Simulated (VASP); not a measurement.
BiTe, 2 atoms in the cell. The structure is trigonal, space group R-3m (No. 166). The conventional cell has a = 4.440 Å, b = 4.440 Å, c = 11.854 Å, α = 90.00°, β = 90.00°, γ = 120.00°. Bi (site symmetry -3m) has 6 Te at 3.24 Å and 6 Bi at 4.44 Å within 4.5 Å. Within 4.5 Å of Te (site symmetry -3m) lie 6 Bi at 3.24 Å and 6 Te at 4.44 Å.  This cell differs from its parent crystal: ratio of the length along z to the lengths across it x 1.3, volume and fractional coordinates fixed.

- Program: VASP 6.6.1
- Task: single point
- Functional: r2SCAN
- Potentials or basis: VASP PAW PBE potentials, release 64 (Bi_d, Te)
- Cutoff: 520 eV
- k mesh: 12 × 12 × 12
- Occupations: gaussian, width 0.15 eV
- Spin: no spin polarisation
- Dipole correction: no
- Further INCAR settings: ALGO = Normal; EDIFF = 1e-06; NBANDS = 18

Potentials or basis: VASP PAW PBE potentials, release 64 (Bi_d, Te).

Command:

```bash
$ cat potpaw_PBE.64/Bi_d/POTCAR potpaw_PBE.64/Te/POTCAR > POTCAR
$ cp INCAR.step1 INCAR
$ mpirun -np 1 vasp_std > vasp.out
$ cp INCAR.step2 INCAR
$ mpirun -np 1 vasp_std > vasp.out
```

Hardware: 1 thread of Intel(R) Xeon(R) 6975P-C (Granite Rapids) (shared host).

Q: Estimate the wall time of this run.

A: Run time: 4.8 min on 1 thread of Intel(R) Xeon(R) 6975P-C (Granite Rapids), with other jobs on the host, peak memory 0.38 GiB. Counts: k points 189.
